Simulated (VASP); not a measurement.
Input of a VASP 6.6.1 run:

INCAR

```
PREC = Accurate
ENCUT = 520
EDIFF = 1E-7
ISMEAR = 0
SIGMA = 0.1
LREAL = False
LASPH = True
NELM = 60
ALGO = Normal
ISIF = 2
LWAVE = False
LCHARG = False
LDIPOL = True
IDIPOL = 3
DIPOL = 0.5 0.5 0.404
GGA = PE
NBANDS = 24
```

The input KPOINTS:

```
regular mesh
0
Gamma
  9 9 1
```

The input POSCAR:

```
Al8N
1.0
    2.8543223330      0.0000000000      0.0000000000
   -1.4271611665      2.4719156510      0.0000000000
    0.0000000000      0.0000000000     33.4760593533
Al N
8 1
Direct
    0.3333333333      0.6666666667      0.1194883770
    0.0000000000      0.0000000000      0.1895622803
    0.6666666667      0.3333333333      0.2596361837
    0.0000000000      0.0000000000      0.3297100869
    0.3333333333      0.6666666667      0.3992195594
    0.0000000000      0.0000000000      0.4696536480
    0.6666666667      0.3333333333      0.5400996810
    0.0000000000      0.0000000000      0.6116627748
    0.0000000000      0.0000000000      0.7212933607
```

Potentials or basis: VASP PAW PBE potentials, release 64 (Al, N).

Command:

```console
$ cat potpaw_PBE.64/Al/POTCAR potpaw_PBE.64/N/POTCAR > POTCAR
$ mpirun -np 1 vasp_std > vasp.out
```

Question: What does it give for the largest force?

Answer: 0.416 eV/Å.

Forces in eV/Å, atoms in the order of the input:
```
Al   0.000  0.000 -0.085
Al   0.000  0.000  0.035
Al   0.000  0.000  0.000
Al   0.000  0.000 -0.117
Al   0.000  0.000  0.189
Al   0.000  0.000 -0.048
Al   0.000  0.000 -0.031
Al   0.000  0.000  0.416
N    0.000  0.000 -0.358
```
